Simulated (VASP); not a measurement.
# CoSi (Pm-3m) in VASP: notebook, part 2 of 2

VASP 6.6.1.

### 3 Single point, HSE06, collinear spin, ferromagnetic start

Input file POSCAR:

```
CoSi
1.0
    2.7813340000      0.0000000000      0.0000000000
    0.0000000000      2.7813340000      0.0000000000
    0.0000000000      0.0000000000      2.7813340000
Co Si
1 1
Direct
    0.0000000000      0.0000000000      0.0000000000
    0.5000000000      0.5000000000      0.5000000000
```

Input file INCAR.step1:

```
ALGO = Normal
EDIFF = 1E-5
ENCUT = 520
GGA = PE
ISIF = 2
ISMEAR = -1
ISPIN = 2
LASPH = T
LCHARG = F
LMAXMIX = 4
LORBIT = 11
LREAL = F
LWAVE = T
MAGMOM = 2 0
NBANDS = 18
NELM = 150
PREC = Accurate
SIGMA = 0.05
```

Input file INCAR.step2:

```
ALGO = Normal
EDIFF = 1E-7
ENCUT = 520
GGA = PE
HFSCREEN = 0.2079
ISIF = 2
ISMEAR = -1
ISPIN = 2
ISTART = 1
LASPH = T
LCHARG = F
LHFCALC = T
LMAXMIX = 4
LORBIT = 11
LREAL = F
LWAVE = F
MAGMOM = 2 0
NBANDS = 18
NELM = 150
PREC = Accurate
PRECFOCK = Normal
SIGMA = 0.05
```

Input file KPOINTS:

```
k-points
0
Gamma
  5 5 5
```

Potentials or basis: VASP PAW PBE potentials, release 64 (Co, Si).

Started as:

```console
$ cat potpaw_PBE.64/Co/POTCAR potpaw_PBE.64/Si/POTCAR > POTCAR
$ cp INCAR.step1 INCAR
$ mpirun -np 1 vasp_std > vasp.out
$ cp INCAR.step2 INCAR
$ mpirun -np 1 vasp_std > vasp.out
```

OUTCAR:

```text
EDIFF = 1E-7
   ENCUT = 520
   GGA = PE
   HFSCREEN = 0.2079
   ISIF = 2
   ISMEAR = -1
   ISPIN = 2
   ISTART = 1
   LASPH = T
   LHFCALC = T
   LORBIT = 11
   LREAL = F
   NELM = 150
   PREC = Accurate
   PRECFOCK = Normal

 ion  position               nearest neighbor table
   1  0.000  0.000  0.000-   2 2.41   2 2.41   2 2.41   2 2.41   2 2.41   2 2.41   2 2.41   2 2.41

   2  0.500  0.500  0.500-   1 2.41   1 2.41   1 2.41   1 2.41   1 2.41   1 2.41   1 2.41   1 2.41

  LATTYP: Found a simple cubic cell.
 ALAT       =     2.7813340000

  Lattice vectors:

 A1 = (   2.7813340000,   0.0000000000,   0.0000000000)
 A2 = (   0.0000000000,   2.7813340000,   0.0000000000)
 A3 = (   0.0000000000,   0.0000000000,   2.7813340000)

Analysis of symmetry for initial positions (statically):
=====================================================================
 Subroutine PRICEL returns:
 Original cell was already a primitive cell.

 Routine SETGRP: Setting up the symmetry group for a
[... 403 lines left out ...]
      5      10.4634      1.00000
      6      10.4635      1.00000
[... 187 lines left out ...]
      5      12.1993      1.00000
      6      12.1994      1.00000
[... 10 lines left out ...]
     17      42.7622      0.00000
     18      43.0248      0.00000

------------------------ aborting loop because EDIFF is reached ----------------------------------------

  FORCE on cell =-STRESS in cart. coord.  units (eV):
  Direction    XX          YY          ZZ          XY          YZ          ZX
  --------------------------------------------------------------------------------------
  -------------------------------------------------------------------------------------
  Total       -0.4271170     -0.4271170     -0.4271170     -0.0000000      0.0000000     -0.0000000
  in kB      -31.8051876    -31.8051876    -31.8051876     -0.0000000      0.0000000     -0.0000000
  external PRESSURE =     -31.8051876 kB  Pullay stress =       0.0000000 kB

 VOLUME and BASIS-vectors are now :
 -----------------------------------------------------------------------------
  energy-cutoff  :      520.00
  volume of cell :       21.52
      direct lattice vectors                 reciprocal lattice vectors
     2.781334000  0.000000000  0.000000000     0.359539703  0.000000000  0.000000000
     0.000000000  2.781334000  0.000000000     0.000000000  0.359539703  0.000000000
     0.000000000  0.000000000  2.781334000     0.000000000  0.000000000  0.359539703

 POSITION                                       TOTAL-FORCE (eV/Angst)
 -----------------------------------------------------------------------------------
      0.00000      0.00000      0.00000         0.000000      0.000000      0.000000
      1.39067      1.39067      1.39067         0.000000      0.000000      0.000000
 -----------------------------------------------------------------------------------
    total drift:                               -0.000007     -0.000010      0.000000

  FREE ENERGIE OF THE ION-ELECTRON SYSTEM (eV)
  ---------------------------------------------------
  free  energy   TOTEN  =       -16.0597774275 eV

  energy  without entropy=      -16.0580119989  energy(sigma->0) =      -16.05889471

 total charge

# of ion       s       p       d       tot
------------------------------------------
    1        0.432   0.626   7.581   8.639
    2        0.742   0.860   0.000   1.602
--------------------------------------------------
tot          1.174   1.486   7.581  10.242

 magnetization (x)

# of ion       s       p       d       tot
------------------------------------------
    1       -0.007  -0.037   1.019   0.975
    2        0.001   0.017   0.000   0.018
--------------------------------------------------
tot         -0.005  -0.021   1.019   0.993
```

It took 12 min on 1 thread of AMD EPYC 7R13 (Zen 3), shared host; peak memory 0.22 GiB.

What came out:

```
Free energy                                           : -16.0598 eV
Pressure                                              : -3.2 GPa
Net moment                                            : 0.87 μB per cell
Site moments                                          : Co +0.97; Si +0.02 μB
Valence electrons inside the program's atomic spheres : Co 8.64; Si 1.60
```

Caveat: the k points lie up to 0.45 Å⁻¹ apart; the PAW data sets were made with another functional, which shifts forces and pressure a little.

### 4 Single point, PBE-based screened hybrid, collinear spin, ferromagnetic start

POSCAR is that of step 3.

Input file INCAR.step1:

```
SYSTEM = CoSi
  PREC = Accurate
  ENCUT = 520
  EDIFF = 1E-5
  ISMEAR = -1
  SIGMA = 0.05
  LREAL = .FALSE.
  LASPH = .TRUE.
  NELM = 150
  ALGO = Normal
  ISIF = 2
  LWAVE = .TRUE.
  LCHARG = .FALSE.
  ISPIN = 2
  MAGMOM = 2 0
  LORBIT = 11
  LMAXMIX = 4
  GGA = PE
  NBANDS = 18
```

Input file INCAR.step2:

```
SYSTEM = CoSi
  PREC = Accurate
  ENCUT = 520
  EDIFF = 1E-6
  ISMEAR = -1
  SIGMA = 0.05
  LREAL = .FALSE.
  LASPH = .TRUE.
  NELM = 150
  ALGO = Normal
  ISIF = 2
  LWAVE = .FALSE.
  LCHARG = .FALSE.
  ISPIN = 2
  MAGMOM = 2 0
  LORBIT = 11
  LMAXMIX = 4
  GGA = PE
  LHFCALC = .TRUE.
  AEXX = 0.25
  HFSCREEN = 0.3
  PRECFOCK = Normal
  ISTART = 1
  NBANDS = 18
```

Input file KPOINTS:

```
Automatic mesh
0
G
  5 5 5
  0 0 0
```

Started as:

```console
$ cat potpaw_PBE.64/Co/POTCAR potpaw_PBE.64/Si/POTCAR > POTCAR
$ cp INCAR.step1 INCAR
$ mpirun -np 1 vasp_std > vasp.out
$ cp INCAR.step2 INCAR
$ mpirun -np 1 vasp_std > vasp.out
```

Wall time 12 min (1 thread of AMD EPYC 7R13 (Zen 3), shared host); peak memory 0.22 GiB.

Results (log left out):

- Free energy: -15.5495 eV
- Pressure: -2.6 GPa
- Net moment: 0.87 μB per cell
- Site moments: Co +0.97; Si +0.02 μB
- Valence electrons inside the program's atomic spheres: Co 8.64; Si 1.60

Levels at points of the mesh, in eV from the Fermi level:
Spin up:
| k point | band 5 | band 6 | band 7 | band 8 | band 9 | band 10 |
| --- | --- | --- | --- | --- | --- | --- |
| (0.00, 0.00, 0.00) | -3.71 | -3.71 | 2.71 | 2.71 | 2.71 | 7.02 |
Spin down:
```tsv
k point	band 2	band 3	band 4	band 5	band 6	band 7	band 8	band 9	band 10	band 11
(0.00, 0.00, 0.00)	-4.16	-4.16	-2.86	-2.86	-2.86	2.66	2.66	2.66	8.25	8.25
```

Caveat: the k points lie up to 0.45 Å⁻¹ apart; the PAW data sets were made with another functional, which shifts forces and pressure a little.

### 5 Single point, PBEsol-based screened hybrid, collinear spin, ferromagnetic start

POSCAR is that of step 4.

Input file INCAR.step1:

```
  PREC = Accurate
  ENCUT = 520
  EDIFF = 1E-5
  ISMEAR = -1
  SIGMA = 0.05
  LREAL = False
  LASPH = True
  NELM = 150
  ALGO = Normal
  ISIF = 2
  LWAVE = True
  ISPIN = 2
  MAGMOM = 2 0
  LORBIT = 11
  LMAXMIX = 4
  GGA = PE
  NBANDS = 18
```

Input file INCAR.step2:

```
  PREC = Accurate
  ENCUT = 520
  EDIFF = 1E-6
  ISMEAR = -1
  SIGMA = 0.05
  LREAL = False
  LASPH = True
  NELM = 150
  ALGO = Normal
  ISIF = 2
  LWAVE = False
  LCHARG = True
  ISPIN = 2
  MAGMOM = 2 0
  LORBIT = 11
  LMAXMIX = 4
  GGA = PS
  LHFCALC = True
  AEXX = 0.25
  HFSCREEN = 0.207
  PRECFOCK = Normal
  LELF = True
  LVHAR = True
  ISTART = 1
  NBANDS = 18
```

Input file KPOINTS:

```
Automatic mesh
0
Gamma
  5 5 5
```

Potentials or basis: VASP PAW PBE potentials, release 64 (Co, Si).

Started as:

```console
$ cat potpaw_PBE.64/Co/POTCAR potpaw_PBE.64/Si/POTCAR > POTCAR
$ cp INCAR.step1 INCAR
$ mpirun -np 1 vasp_std > vasp.out
$ cp INCAR.step2 INCAR
$ mpirun -np 1 vasp_std > vasp.out
```

OUTCAR:

```text
PREC = Accurate
   ENCUT = 520
   EDIFF = 1E-6
   ISMEAR = -1
   LREAL = False
   LASPH = True
   NELM = 150
   ISIF = 2
   ISPIN = 2
   LORBIT = 11
   GGA = PS
   LHFCALC = True
   AEXX = 0.25
   HFSCREEN = 0.207
   PRECFOCK = Normal
   ISTART = 1

 ion  position               nearest neighbor table
   1  0.000  0.000  0.000-   2 2.41   2 2.41   2 2.41   2 2.41   2 2.41   2 2.41   2 2.41   2 2.41

   2  0.500  0.500  0.500-   1 2.41   1 2.41   1 2.41   1 2.41   1 2.41   1 2.41   1 2.41   1 2.41

[... 629 lines left out ...]
  in kB      -79.7939238    -79.7939238    -79.7939238     -0.0000000      0.0000000     -0.0000000
  external PRESSURE =     -79.7939238 kB  Pullay stress =       0.0000000 kB

 VOLUME and BASIS-vectors are now :
 -----------------------------------------------------------------------------
  energy-cutoff  :      520.00
  volume of cell :       21.52
      direct lattice vectors                 reciprocal lattice vectors
     2.781334000  0.000000000  0.000000000     0.359539703  0.000000000  0.000000000
     0.000000000  2.781334000  0.000000000     0.000000000  0.359539703  0.000000000
     0.000000000  0.000000000  2.781334000     0.000000000  0.000000000  0.359539703

 POSITION                                       TOTAL-FORCE (eV/Angst)
 -----------------------------------------------------------------------------------
      0.00000      0.00000      0.00000         0.000000      0.000000      0.000000
      1.39067      1.39067      1.39067         0.000000      0.000000      0.000000
 -----------------------------------------------------------------------------------
    total drift:                                0.000034     -0.000030      0.000042

  FREE ENERGIE OF THE ION-ELECTRON SYSTEM (eV)
  ---------------------------------------------------
  free  energy   TOTEN  =       -16.8867418559 eV

  energy  without entropy=      -16.8849705383  energy(sigma->0) =      -16.88585620

 total charge

# of ion       s       p       d       tot
------------------------------------------
    1        0.433   0.625   7.590   8.647
    2        0.742   0.859   0.000   1.601
--------------------------------------------------
tot          1.175   1.484   7.590  10.248

 magnetization (x)

# of ion       s       p       d       tot
------------------------------------------
    1       -0.005  -0.034   1.007   0.968
    2        0.000   0.016   0.000   0.016
--------------------------------------------------
tot         -0.005  -0.018   1.007   0.984
```

OUTCAR.step1:

```text
PREC = Accurate
   ENCUT = 520
   EDIFF = 1E-5
   ISMEAR = -1
   LREAL = False
   LASPH = True
   NELM = 150
   ISIF = 2
[... 652 lines left out ...]

  energy  without entropy=      -13.3051290514  energy(sigma->0) =      -13.31061616

 total charge

# of ion       s       p       d       tot
------------------------------------------
    1        0.438   0.588   7.567   8.594
    2        0.737   0.854   0.000   1.591
--------------------------------------------------
tot          1.175   1.442   7.567  10.184

 magnetization (x)

# of ion       s       p       d       tot
------------------------------------------
    1        0.005  -0.002   0.588   0.592
    2       -0.001   0.003   0.000   0.003
--------------------------------------------------
tot          0.005   0.002   0.588   0.595
```

Wall time 12 min (1 thread of AMD EPYC 7R13 (Zen 3), shared host); peak memory 0.22 GiB.

What came out:

```
Free energy                                           : -16.8867 eV
Pressure                                              : -8.0 GPa
Net moment                                            : 0.87 μB per cell
Site moments                                          : Co +0.97; Si +0.02 μB
Valence electrons inside the program's atomic spheres : Co 8.65; Si 1.60
```

Caveat: the k points lie up to 0.45 Å⁻¹ apart; the PAW data sets were made with another functional, which shifts forces and pressure a little.

### 6 Overview

```csv
level,k mesh,grid for exact exchange (PRECFOCK),screening parameter,share of exact exchange,gap on the mesh (eV),pressure (GPa),moment (μB)
PBEsol,10 × 10 × 10,-,-,-,none,-6.3,0.52
HSE06,5 × 5 × 5,Normal,0.2079 1/Å,-,none,-3.2,0.87
PBE-based screened hybrid,5 × 5 × 5,Normal,0.3 1/Å,0.25,none,-2.6,0.87
PBEsol-based screened hybrid,5 × 5 × 5,Normal,0.207 1/Å,0.25,none,-8.0,0.87
```

Alike in all rows: task single point; potentials or basis VASP PAW PBE potentials, release 64 (Co, Si); spin collinear, ferromagnetic start; cell as given; cutoff (eV) 520; smearing fermi-dirac 0.05 eV.

Caveats: some runs use coarse meshes; the PAW data sets were made with another functional, which shifts forces and pressure a little.

Total energies depend on the potentials used, so only differences within one code and one set of settings carry meaning.
